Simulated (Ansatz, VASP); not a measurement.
GaGe3 in VASP and in Ansatz

File POSCAR:

```
GaGe3
1.0
    4.1911258602      0.0000000000      0.0000000000
    0.0000000000      4.1911258602      0.0000000000
    0.0000000000      0.0000000000      4.1911258602
Ge Ga
3 1
Direct
    0.5000000000      0.5000000000      0.0000000000
    0.5000000000      0.0000000000      0.5000000000
    0.0000000000      0.5000000000      0.5000000000
    0.0000000000      0.0000000000      0.0000000000
```

Contents of INCAR.step1:

```
ALGO = Normal
EDIFF = 1E-4
ENCUT = 520
GGA = PE
ISMEAR = -1
LASPH = True
LCHARG = False
LREAL = False
LWAVE = True
NBANDS = 36
NELM = 80
PREC = Accurate
SIGMA = 0.05
```

File INCAR.step2:

```
ALGO = Normal
EDIFF = 1E-6
ENCUT = 520
ISIF = 2
ISMEAR = -1
ISTART = 1
LASPH = True
LCHARG = False
LMIXTAU = True
LREAL = False
LWAVE = False
METAGGA = R2SCAN
NBANDS = 36
NELM = 80
PREC = Accurate
SIGMA = 0.05
```

KPOINTS

```
k-points
0
Gamma
  6 6 6
```

The input input.yaml:

```yaml
crystal:
  lattice:
    - [4.1911258602, 0.0, 0.0]
    - [0.0, 4.1911258602, 0.0]
    - [0.0, 0.0, 4.1911258602]
  atoms:
    - { symbol: Ge, position: [0.5, 0.5, 0.0] }
    - { symbol: Ge, position: [0.5, 0.0, 0.5] }
    - { symbol: Ge, position: [0.0, 0.5, 0.5] }
    - { symbol: Ga, position: [0.0, 0.0, 0.0] }
hamiltonian:
  xc: r2scan
  pseudopotentials: { kind: paw }
kpoints:
  mp_grid: { grid: [6, 6, 6] }
scf:
  occupations: { method: fermi_dirac, width: 0.05 }
output:
  forces: true
  stress: true
  eigenvalues: true
```

Alike in both runs: task single point; functional r2SCAN; k mesh 6 × 6 × 6; occupations fermi-dirac, width 0.05 eV; no spin polarisation.

```csv
,VASP,Ansatz
version,VASP 6.6.1,Ansatz 0.2.0
potentials or method,"VASP PAW PBE potentials, release 64 (Ge_d, Ga_d)",Ansatz PAW
plane-wave cutoff (eV),520,500
valence electrons in the cell,55,55
```

```tsv
	VASP	Ansatz	Ansatz less VASP
gap on the k mesh at the Fermi level (eV)	none	none	-
pressure (GPa)	1.3	1.4	+0.12
```

VASP's potentials were made for PBE, not for r2SCAN. A gap of «none» marks a metal or a gap that the smearing closes. The functional is the same, so the differences come from potentials, cutoffs and numerics.
